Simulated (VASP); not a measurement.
Bi2Se3:

```
CELL_PARAMETERS angstrom
2.07150 1.19598 9.54533
-2.07150 1.19598 9.54533
0.00000 -2.39196 9.54533
ATOMIC_POSITIONS crystal
Bi 0.59920 0.59920 0.59920
Bi 0.40080 0.40080 0.40080
Se 0.78830 0.78830 0.78830
Se 0.21170 0.21170 0.21170
Se 0.00000 0.00000 0.00000
```

| Item | Value |
| --- | --- |
| Program | VASP 6.6.1 |
| Task | relaxation of cell and atoms |
| Functional | PBE |
| Potentials or basis | VASP PAW PBE potentials, release 64 (Bi_d_GW, Se_GW) |
| Cutoff | 500 eV |
| k mesh | 6 × 6 × 6 |
| Occupations | gaussian, width 0.03 eV |
| Spin | no spin polarisation |

At the start: pressure 2.4 GPa; volume 28.38 Å³/atom.

Where does the relaxation end?

Over 36 steps the energy falls by 15.2 meV/atom and the volume is 31.07 Å³/atom (+9.5 %); space group R-3m (No. 166, to 0.1 Å) before and after.

Step by step:
| step | energy change (eV) | largest force (eV/Å) | pressure (GPa) | volume (Å³) |
| --- | --- | --- | --- | --- |
| 1 | 0.0000 | 0.1851 | 2.44 | 141.89 |
| 2 | -0.0208 | 0.3687 | -1.43 | 150.96 |
| 3 | -0.0403 | 0.1517 | 0.04 | 147.12 |
| 4 | -0.0423 | 0.1255 | 0.03 | 147.43 |
| 5 | -0.0457 | 0.1229 | -0.02 | 148.36 |
| 6 | -0.0427 | 0.3120 | -0.09 | 150.23 |
| 7 | -0.0462 | 0.1754 | -0.04 | 148.86 |
| 8 | -0.0478 | 0.1636 | -0.04 | 149.03 |
| 9 | -0.0519 | 0.1317 | -0.04 | 149.51 |
| 10 | -0.0583 | 0.0670 | -0.03 | 150.47 |
| 11 | -0.0634 | 0.0632 | 0.05 | 152.39 |
| 12 | -0.0650 | 0.0113 | -0.01 | 153.31 |
| 13 | -0.0652 | 0.0177 | -0.04 | 153.63 |
| 14 | -0.0652 | 0.0225 | 0.10 | 153.46 |
| 15 | -0.0652 | 0.0209 | 0.04 | 153.54 |
| 16 | -0.0653 | 0.0056 | 0.02 | 153.66 |
| 17 | -0.0653 | 0.0117 | 0.02 | 153.74 |
| 18 | -0.0654 | 0.0110 | -0.01 | 153.93 |
| 19 | -0.0654 | 0.0122 | -0.05 | 154.07 |
| 20 | -0.0755 | 0.0177 | -0.03 | 154.07 |
| 21 | -0.0756 | 0.0047 | 0.03 | 153.94 |
| 22 | -0.0756 | 0.0062 | 0.02 | 153.96 |
| 23 | -0.0756 | 0.0060 | 0.02 | 154.01 |
| 24 | -0.0756 | 0.0145 | 0.00 | 154.15 |
| 25 | -0.0756 | 0.0126 | -0.01 | 154.18 |
| 26 | -0.0757 | 0.0109 | -0.01 | 154.28 |
| 27 | -0.0758 | 0.0188 | -0.01 | 154.49 |
| 28 | -0.0758 | 0.0349 | -0.02 | 154.89 |
| 29 | -0.0758 | 0.0257 | -0.02 | 154.66 |
| 30 | -0.0758 | 0.0243 | -0.01 | 154.68 |
| 31 | -0.0759 | 0.0200 | 0.00 | 154.71 |
| 32 | -0.0759 | 0.0116 | 0.04 | 154.78 |
| 33 | -0.0759 | 0.0053 | 0.11 | 154.92 |
| 34 | -0.0759 | 0.0066 | 0.07 | 154.85 |
| 35 | -0.0760 | 0.0057 | 0.06 | 154.98 |
| 36 | -0.0761 | 0.0010 | 0.02 | 155.36 |

Final structure:
```
Bi Se
1.0
     2.09276    1.20825   10.24028
    -2.09276    1.20825   10.24028
     0.00000   -2.41651   10.24028
Bi Se
2 3
Direct
  0.60328 0.60328 0.60328
  0.39672 0.39672 0.39672
  0.78109 0.78109 0.78109
  0.21891 0.21891 0.21891
  0.00000 0.00000 0.00000
```
